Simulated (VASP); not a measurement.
Write the native input for VASP 6.6.1 that does the following.

```
Task                   : single point
Functional             : PBE
Potentials or basis    : VASP PAW PBE potentials, release 64 (Si, Ge_d, O)
Cutoff                 : 520 eV
k mesh                 : 2 × 2 × 4
Occupations            : gaussian, width 0.1 eV
Spin                   : no spin polarisation
Dipole correction      : no
Further INCAR settings : LREAL = Auto; ALGO = Normal; EDIFF = 1e-06; NBANDS = 102
```

The structure of SiGeO4 lies in POSCAR:

```
SiGeO4
1.0
    9.3115368114      0.0000000000      0.0000000000
    0.0000000000      9.3115368114      0.0000000000
    0.0000000000      0.0000000000      5.4660980978
Si Ge O
4 4 16
Direct
    0.6786094886      0.6786094886      0.0000000000
    0.1786094886      0.8213905114      0.5000000000
    0.8213905114      0.1786094886      0.5000000000
    0.3213905114      0.3213905114      0.0000000000
    0.8249155694      0.8249155694      0.5000000000
    0.1750844306      0.1750844306      0.5000000000
    0.6750844306      0.3249155694      0.0000000000
    0.3249155694      0.6750844306      0.0000000000
    0.7490051277      0.7490051277      0.7583120075
    0.2509948723      0.2509948723      0.2416879925
    0.7490051277      0.7490051277      0.2416879925
    0.2509948723      0.2509948723      0.7583120075
    0.7132376031      0.5076545208      0.0000000000
    0.5076545208      0.7132376031      0.0000000000
    0.0076545208      0.7867623969      0.5000000000
    0.4923454792      0.2867623969      0.0000000000
    0.7867623969      0.0076545208      0.5000000000
    0.2867623969      0.4923454792      0.0000000000
    0.2132376031      0.9923454792      0.5000000000
    0.2490051277      0.7509948723      0.2583120075
    0.2490051277      0.7509948723      0.7416879925
    0.9923454792      0.2132376031      0.5000000000
    0.7509948723      0.2490051277      0.2583120075
    0.7509948723      0.2490051277      0.7416879925
```

The cell was built from a structure type or drawn by symmetry, and may not be a known phase.

The input as run:

INCAR

```
  PREC = Accurate
  ENCUT = 520
  EDIFF = 1E-6
  ISMEAR = 0
  SIGMA = 0.1
  LREAL = Auto
  LASPH = True
  NELM = 80
  ALGO = Normal
  ISIF = 2
  LWAVE = False
  LCHARG = False
  GGA = PE
  NBANDS = 102
```

KPOINTS

```
regular mesh
0
Gamma
  2 2 4
```

Potentials or basis: VASP PAW PBE potentials, release 64 (Si, Ge_d, O).

The run is started by

```bash
$ cat potpaw_PBE.64/Si/POTCAR potpaw_PBE.64/Ge_d/POTCAR potpaw_PBE.64/O/POTCAR > POTCAR
$ mpirun -np 1 vasp_std > vasp.out
```

It gave:

```yaml
Pressure: -0.1 GPa
Largest_force: 0.104 eV/Å
Band_gap_on_the_k_mesh: 4.04 eV
```

Wall time 6.9 min on 1 thread of AMD EPYC 9R45 96-Core Processor (Zen 5), with other jobs on the host, peak memory 0.59 GiB.
